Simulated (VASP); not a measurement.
Write the native input for VASP 6.6.1 that does the following.

| Quantity | Value |
| --- | --- |
| Task | single point |
| Functional | PBE |
| Potentials or basis | VASP PAW PBE potentials, release 64 (Ag, Cl) |
| Cutoff | 520 eV |
| k mesh | 6 × 6 × 6 |
| Occupations | gaussian, width 0.1 eV |
| Spin | no spin polarisation |
| Dipole correction | no |
| Further INCAR settings | ALGO = Normal; EDIFF = 1e-07; NBANDS = 16 |

The structure of AgCl lies in POSCAR:

```
AgCl
1.0
    1.9659570900      1.1350458500      3.1839969900
   -1.9659570900      1.1350458500      3.1839969900
    0.0000000000     -2.2700917100      3.1839969900
Ag Cl
1 1
Direct
    0.9760536000      0.9760536000      0.9760536000
    0.5239464000      0.5239464000      0.5239464000
```

One way to write it, as run:

INCAR

```
  PREC = Accurate
  ENCUT = 520
  EDIFF = 1E-7
  ISMEAR = 0
  SIGMA = 0.1
  LREAL = F
  LASPH = T
  NELM = 60
  ALGO = Normal
  ISIF = 2
  LWAVE = F
  LCHARG = T
  GGA = PE
  LELF = T
  LVHAR = T
  NBANDS = 16
```

KPOINTS

```
regular mesh
0
Gamma
  6 6 6
```

Potentials or basis: VASP PAW PBE potentials, release 64 (Ag, Cl).

Command:

```sh
$ cat potpaw_PBE.64/Ag/POTCAR potpaw_PBE.64/Cl/POTCAR > POTCAR
$ mpirun -np 1 vasp_std > vasp.out
```

It gave:

The pressure is 4.7 GPa, the largest force is 0.483 eV/Å and the band gap on the k mesh is 0.82 eV, indirect (least direct gap 2.06 eV).

Run time: 19 s on 1 thread of Intel(R) Xeon(R) Platinum 8488C (Sapphire Rapids), on a shared host, peak memory 0.18 GiB.
